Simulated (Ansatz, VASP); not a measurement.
## Be4Se in VASP and in Ansatz

```
CELL_PARAMETERS angstrom
3.60427 0.00000 0.00000
0.00000 3.60427 0.00000
0.00000 0.00000 4.23823
ATOMIC_POSITIONS crystal
Be 0.28977 0.00000 0.90448
Be 0.71023 0.00000 0.90448
Be 0.00000 0.71023 0.09552
Be 0.00000 0.28977 0.09552
Se 0.00000 0.00000 0.50000
```

Alike in both runs: task single point; functional PBE; k mesh 6 × 6 × 4; occupations gaussian, width 0.1 eV; no spin polarisation.

|  | VASP | Ansatz |
| --- | --- | --- |
| version | VASP 6.6.1 | Ansatz 0.2.0 |
| potentials or method | VASP PAW PBE potentials, release 64 (Be, Se), cutoff 520 eV | scalar-relativistic, plane waves, PAW |
| valence electrons in the cell | 14 | 24 |

Ansatz gave:

| Property | Result |
| --- | --- |
| gap on the k mesh at the Fermi level (eV) | none |
| rms of the force components (eV/Å) | 2.477 |

Q: What did VASP give for the same quantities?

A: gap on the k mesh at the Fermi level (eV): none; rms of the force components (eV/Å): 2.462.

Atom by atom the forces differ by 0.016 eV/Å (rms over components). A gap of «none» marks a metal or a gap that the smearing closes. VASP's potentials hold 14 valence electrons a cell and Ansatz's 24, so a difference there can come from the potentials and not from the codes.

The k mesh is coarse, so the values compare programs but aren't converged.
